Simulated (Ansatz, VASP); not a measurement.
ZrS: VASP beside Ansatz

Contents of INCAR:

```
SYSTEM = ZrS
PREC     = Accurate       ! precision mode
ENCUT    = 520            ! plane-wave cutoff, eV
EDIFF    = 1E-6           ! SCF threshold, eV
ISMEAR   = 0              ! smearing method
SIGMA    = 0.15           ! smearing width, eV
LREAL    = .False.        ! projectors in reciprocal space
LASPH    = .True.         ! aspherical terms in the spheres
NELM     = 100            ! most SCF steps
ALGO     = Normal         ! electronic algorithm
ISIF     = 2              ! what is computed and relaxed
LWAVE    = .False.        ! write WAVECAR
LCHARG   = .False.        ! write CHGCAR
GGA      = PS             ! functional
NBANDS   = 16             ! bands
```

KPOINTS

```
Automatic mesh
0
Gamma
  16 16 16
  0 0 0
```

The input POSCAR:

```
ZrS
1.0
    0.0000000000      2.7300000000      2.4150000000
    2.7300000000      0.0000000000      2.4150000000
    2.7300000000      2.7300000000      0.0000000000
Zr S
1 1
Direct
    0.0000000000      0.0000000000      0.0000000000
    0.5000000000      0.5000000000      0.5000000000
```

Input for Ansatz:

```yaml
crystal:
  lattice:
    - [0.0, 2.73, 2.415]
    - [2.73, 0.0, 2.415]
    - [2.73, 2.73, 0.0]
  atoms:
    - { symbol: Zr, position: [0.0, 0.0, 0.0] }
    - { symbol: S, position: [0.5, 0.5, 0.5] }
basis:
  ecutwfc: 420
kpoints:
  mp_grid: { grid: [16, 16, 16] }
hamiltonian:
  xc: pbesol
scf:
  occupations: { method: gaussian, width: 0.15 }
output:
  forces: true
  stress: true
  eigenvalues: true
```

Change from the starting cell: strain +0.040 along x and y, -0.080 along z, atoms carried along.

Alike in both runs: task single point; functional PBEsol; k mesh 16 × 16 × 16; occupations gaussian, width 0.15 eV; no spin polarisation.

```csv
,VASP,Ansatz
version,VASP 6.6.1,Ansatz 0.2.0
potentials or method,"VASP PAW PBE potentials, release 64 (Zr_sv, S), cutoff 520 eV","scalar-relativistic, plane waves, PAW"
valence electrons in the cell,18,18
```

Ansatz gave:

* gap on the k mesh at the Fermi level (eV): none
* pressure (GPa): 0.1
* traceless stress, the component that is largest in VASP (GPa): 26.27

What did VASP give for the same quantities?

gap on the k mesh at the Fermi level (eV): none; pressure (GPa): 0.3; traceless stress, the component that is largest in VASP (GPa): 26.44.

VASP's potentials were made for PBE, not for PBEsol. A gap of «none» marks a metal or a gap that the smearing closes. The functional is the same, so the differences come from potentials, cutoffs and numerics.
